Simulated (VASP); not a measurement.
MgS:

```
CELL_PARAMETERS angstrom
4.03462 0.00000 0.00000
-2.01731 3.49409 0.00000
0.00000 0.00000 6.43229
ATOMIC_POSITIONS crystal
S 0.66667 0.33333 0.87924
S 0.33333 0.66667 0.37924
Mg 0.33333 0.66667 0.99575
Mg 0.66667 0.33333 0.49575
```

```yaml
Program: VASP 6.6.1
Task: relaxation of cell and atoms
Functional: PBEsol
Dispersion: D3(BJ)
Potentials_or_basis: VASP PAW PBE potentials, release 64 (S, Mg)
Cutoff: 600 eV
k_mesh: 8 × 8 × 4
Occupations: fermi-dirac, width 0.05 eV
Spin: no spin polarisation
```

At the start: pressure -2.1 GPa; volume 22.67 Å³/atom.

**Question.** Where does the relaxation end?

**Answer.** Over 3 steps the energy falls by 5.3 meV/atom and the volume is 21.87 Å³/atom (-3.5 %); space group P6_3mc (No. 186, to 0.1 Å) before and after.

The path:
| step | energy change (eV) | largest force (eV/Å) | pressure (GPa) | volume (Å³) |
| --- | --- | --- | --- | --- |
| 1 | 0.0000 | 0.0450 | -2.05 | 90.68 |
| 2 | -0.0205 | 0.0031 | 0.43 | 86.92 |
| 3 | -0.0213 | 0.0053 | 0.01 | 87.50 |

Final structure:
```
S Mg
1.0
     3.98927    0.00000    0.00000
    -1.99463    3.45481    0.00000
     0.00000    0.00000    6.34848
S Mg
2 2
Cartesian
  1.9946 1.1516 5.5801
  0.0000 2.3032 2.4058
  0.0000 2.3032 6.3233
  1.9946 1.1516 3.1491
```

Caveat: the PAW data sets were made with another functional, which shifts forces and pressure a little.
